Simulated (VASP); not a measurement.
# CoPdO2 (R-3m) in VASP: settings compared, part 2 of 2

VASP 6.6.1. Earlier steps stand in the parts before.

### Step 4. Single point, PBE, collinear spin, ferromagnetic start

This run uses another cell than the first one, of 10.58 Å³/atom.

Contents of INCAR:

```
SYSTEM = CoPdO2
  PREC = Accurate
  ENCUT = 520
  EDIFF = 1E-6
  ISMEAR = -1
  SIGMA = 0.05
  LREAL = .False.
  LASPH = .True.
  NELM = 150
  ALGO = Normal
  ISIF = 2
  LWAVE = .False.
  LCHARG = .False.
  ISPIN = 2
  MAGMOM = 0 0.5 0 0
  LORBIT = 11
  NUPDOWN = 0.5
  LMAXMIX = 4
  GGA = PE
  NBANDS = 28
```

Contents of KPOINTS:

```
Automatic mesh
0
Gamma
  9 9 9
  0 0 0
```

Contents of POSCAR:

```
CoPdO2
1.0
    1.4316899074      0.8265865534      5.9577715763
   -1.4316899074      0.8265865534      5.9577715763
    0.0000000000     -1.6531731068      5.9577715763
Pd Co O
1 1 2
Direct
    0.0000000000      0.0000000000      0.0000000000
    0.5000000000      0.5000000000      0.5000000000
    0.1124760000      0.1124760000      0.1124760000
    0.8875240000      0.8875240000      0.8875240000
```

Potentials or basis: VASP PAW PBE potentials, release 64 (Pd, Co, O).

On the command line:

```console
cat potpaw_PBE.64/Pd/POTCAR potpaw_PBE.64/Co/POTCAR potpaw_PBE.64/O/POTCAR > POTCAR
mpirun -np 1 vasp_std > vasp.out
```

OUTCAR:

```text
SYSTEM = CoPdO2
   PREC = Accurate
   ENCUT = 520
   EDIFF = 1E-6
   ISMEAR = -1
   LREAL = .False.
   LASPH = .True.
   NELM = 150
   ISIF = 2
   ISPIN = 2
   LORBIT = 11
   NUPDOWN = 0.5
   GGA = PE

 ion  position               nearest neighbor table
   1  0.000  0.000  0.000-   3 2.01   4 2.01
   2  0.500  0.500  0.500-   3 1.92   4 1.92   3 1.92   3 1.92   4 1.92   4 1.92
   3  0.112  0.112  0.112-   2 1.92   2 1.92   2 1.92   1 2.01
   4  0.888  0.888  0.888-   2 1.92   2 1.92   2 1.92   1 2.01

  LATTYP: Found a trigonal (rhomboedric) cell.
 ALAT       =     6.1828814865
 COS(alpha) =     0.8927626487

  Lattice vectors:

 A1 = (   1.4316899074,   0.8265865534,   5.9577715763)
 A2 = (  -1.4316899074,   0.8265865534,   5.9577715763)
 A3 = (   0.0000000000,  -1.6531731068,   5.9577715763)

Analysis of symmetry for initial positions (statically):
=====================================================================
 Subroutine PRICEL returns:
 Original cell was already a primitive cell.

 Routine SETGRP: Setting up the symmetry group for a
 trigonal (rhombohedral) supercell.

 Subroutine GETGRP returns: Found 12 space group operations
 (whereof 12 operations were pure point group operations)
 out of a pool of 12 trial point group operations.

The static configuration has the point symmetry D_3d.

Analysis of symmetry for dynamics (positions and initial velocities):
=====================================================================
 Subroutine PRICEL returns:
 Original cell was already a primitive cell.

 Routine SETGRP: Setting up the symmetry group for a
 trigonal (rhombohedral) supercell.

 Subroutine GETGRP returns: Found 12 space group operations
 (whereof 12 operations were pure point group operations)
 out of a pool of 12 trial point group operations.

The dynamic configuration has the point symmetry D_3d.

Analysis of structural, dynamic, and magnetic symmetry:
=====================================================================
[... 165 lines left out ...]
 cond. band min:       7.0730259422   @ k =   0.3333   0.3333   0.1111
 fundamental gap:     -0.6383356076
 Fermi energy:         7.7155147746

 spin component 1

 k-point     1 :       0.0000    0.0000    0.0000
  band No.  band energies     occupation
      1     -13.3081      1.00000
      2     -11.4911      1.00000
      3      -0.8990      1.00000
      4       1.4925      1.00000
      5       1.4925      1.00000
      6       2.4989      1.00000
[... 709 lines left out ...]
     26      23.0897      0.00000
     27      24.5998      0.00000

 [... further k-points ...]

 spin component 2

 k-point     1 :       0.0000    0.0000    0.0000
  band No.  band energies     occupation
      1     -13.2795      1.00000
      2     -11.4608      1.00000
      3      -0.8287      1.00000
      4       1.5840      1.00000
      5       1.5840      1.00000
      6       2.6563      1.00000
[... 709 lines left out ...]
     26      23.1358      0.00000
     27      24.6292      0.00000

 [... further k-points ...]

 [bands above 27 left out]

------------------------ aborting loop because EDIFF is reached ----------------------------------------

  FORCE on cell =-STRESS in cart. coord.  units (eV):
  Direction    XX          YY          ZZ          XY          YZ          ZX
  --------------------------------------------------------------------------------------
  -------------------------------------------------------------------------------------
  Total       -0.0810200     -0.0810200      0.6525321      0.0000000     -0.0000000      0.0000000
  in kB       -3.0685311     -3.0685311     24.7138291      0.0000000     -0.0000000      0.0000000
  external PRESSURE =       6.1922557 kB  Pullay stress =       0.0000000 kB

 VOLUME and BASIS-vectors are now :
 -----------------------------------------------------------------------------
  energy-cutoff  :      520.00
  volume of cell :       42.30
      direct lattice vectors                 reciprocal lattice vectors
     1.431689907  0.826586553  5.957771576     0.349237637  0.201632444  0.055949331
    -1.431689907  0.826586553  5.957771576    -0.349237637  0.201632444  0.055949331
     0.000000000 -1.653173107  5.957771576     0.000000000 -0.403264887  0.055949331

 POSITION                                       TOTAL-FORCE (eV/Angst)
 -----------------------------------------------------------------------------------
      0.00000      0.00000      0.00000         0.000000      0.000000     -0.000000
      0.00000      0.00000      8.93666        -0.000000      0.000000      0.000000
      0.00000      0.00000      2.01032         0.000000      0.000000      0.189655
      0.00000      0.00000     15.86300         0.000000     -0.000000     -0.189655
 -----------------------------------------------------------------------------------
    total drift:                                0.000000      0.000000     -0.000000

  FREE ENERGIE OF THE ION-ELECTRON SYSTEM (eV)
  ---------------------------------------------------
  free  energy   TOTEN  =       -25.4990082235 eV

  energy  without entropy=      -25.4706212243  energy(sigma->0) =      -25.48481472

 total charge

# of ion       s       p       d       tot
------------------------------------------
    1        0.465   0.443   8.445   9.354
    2        0.420   0.635   7.301   8.356
    3        1.563   3.425   0.000   4.988
    4        1.563   3.425   0.000   4.988
--------------------------------------------------
tot          4.011   7.929  15.746  27.686

 magnetization (x)

# of ion       s       p       d       tot
------------------------------------------
    1        0.006   0.001   0.224   0.232
    2        0.002   0.004   0.228   0.234
    3        0.004   0.011   0.000   0.015
    4        0.004   0.011   0.000   0.015
--------------------------------------------------
tot          0.017   0.027   0.453   0.497
```

stdout:

```text
POSCAR found type information on POSCAR PdCoO
 POSCAR found :  3 types and       4 ions
 scaLAPACK will be used
 LDA part: xc-table for (Slater+PW92), standard interpolation
 POSCAR, INCAR and KPOINTS ok, starting setup
 FFT: planning ... GRIDC
 FFT: planning ... GRID_SOFT
 FFT: planning ... GRID
 WAVECAR not read
 entering main loop
```

Wall time 21 min (1 thread of Intel Xeon 8259CL, shared host); peak memory 0.51 GiB.

Results:

```
Free energy                                           : -25.4990 eV
Pressure                                              : 0.6 GPa
Largest force                                         : 0.190 eV/Å
Net moment                                            : 0.50 μB per cell
Site moments                                          : Pd +0.23; Co +0.23; O +0.01 μB
Valence electrons inside the program's atomic spheres : Pd 9.35; Co 8.36; O 4.99
```

Forces in eV/Å, atoms in the order of the input:
```
Pd   0.000  0.000  0.000
Co   0.000  0.000  0.000
O    0.000  0.000  0.190
O    0.000  0.000 -0.190
```

Stress tensor (GPa, compression positive):
```
-0.31  0.00  0.00
 0.00 -0.31  0.00
 0.00  0.00  2.47
```

Caveat: the total moment is fixed, so each spin has its own Fermi level; a cell with one magnetic atom can't hold antiferromagnetic order, which such compounds often take.
